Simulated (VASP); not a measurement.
Crystal: Mo.

```xyz
1
Lattice="-1.5515 1.5515 1.5515 1.5515 -1.5515 1.5515 1.5515 1.5515 -1.5515" Properties=species:S:1:pos:R:3 pbc="T T T"
Mo    0.0000    0.0000    0.0000
```

Base run:

* Program: VASP 6.6.1
* Functional: PBE
* Potentials or basis: VASP PAW PBE potentials, release 64 (Mo_sv)
* Cutoff: 520 eV
* k mesh: 12 × 12 × 12
* Occupations: fermi-dirac, width 0.05 eV
* Spin: no spin polarisation

Its results: band gap on the k mesh zero (band 7 reaches 17.58 eV, above the bottom of band 8 at 11.88 eV); pressure 16.8 GPa.

Problem. After a change of settings the same cell gave: band gap on the k mesh zero (band 7 reaches 17.64 eV, above the bottom of band 8 at 11.95 eV); pressure 8.5 GPa. Which change was it?
A. functional from PBE to RPBE; dispersion from none to D4
B. functional from PBE to LDA; potentials or basis from VASP PAW PBE potentials, release 64 (Mo_sv) to VASP PAW LDA potentials, release 64 (Mo_sv)
C. further incar settings from ALGO = Normal; EDIFF = 1e-07; NBANDS = 13 to ALGO = Normal; EDIFF = 1e-06; NBANDS = 13

Solution. A.

Caveats: the PAW data sets were made with another functional, which shifts forces and pressure a little (some runs); pairwise dispersion overbinds metals, which lowers pressure and volume (some runs).
